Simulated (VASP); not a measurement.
Wanted: the native input for a VASP 6.6.1 run.

```
Task                   : single point
Functional             : PBEsol
Potentials or basis    : VASP PAW PBE potentials, release 64 (Al)
Cutoff                 : 520 eV
k mesh                 : 18 × 18 × 4
Occupations            : gaussian, width 0.1 eV
Spin                   : no spin polarisation
Dipole correction      : no
Further INCAR settings : ALGO = Fast; EDIFF = 1e-07; NBANDS = 18
```

The structure of Al lies in POSCAR:

```
Al
1.0
    2.8339686944      0.0000000000      0.0000000000
   -1.4169843472      2.4542888829      0.0000000000
    0.0000000000      0.0000000000     13.9998893033
Al
6
Direct
    0.0000000000      0.0000000000      0.0000000000
    0.3333333333      0.6666666667      0.1674278496
    0.6666666667      0.3333333333      0.3325721504
    0.0000000000      0.0000000000      0.5000000000
    0.6666666667      0.3333333333      0.6674278496
    0.3333333333      0.6666666667      0.8325721504
```

This isn't the form of Al at room conditions, which is fcc.

One way to write it, as run:

INCAR

```
SYSTEM = Al
ALGO = Fast
EDIFF = 1E-7
ENCUT = 520
GGA = PS
ISIF = 2
ISMEAR = 0
LASPH = .True.
LCHARG = .True.
LELF = .True.
LREAL = .False.
LVHAR = .True.
LWAVE = .False.
NBANDS = 18
NELM = 100
PREC = Accurate
SIGMA = 0.1
```

KPOINTS

```
k-points
0
Gamma
  18 18 4
  0 0 0
```

Potentials or basis: VASP PAW PBE potentials, release 64 (Al).

Launch:

```bash
$ cat potpaw_PBE.64/Al/POTCAR > POTCAR
$ mpirun -np 1 vasp_std > vasp.out
```

Results of the run:

```yaml
Pressure: 0.1 GPa
Band_gap_on_the_k_mesh: zero (bands 9 and 10 overlap by 5.88 eV)
```

Caveat: the PAW data sets were made with another functional, which shifts forces and pressure a little.

It took 110 s on 1 thread of Intel(R) Xeon(R) 6975P-C (Granite Rapids), on a shared host, peak memory 0.32 GiB.
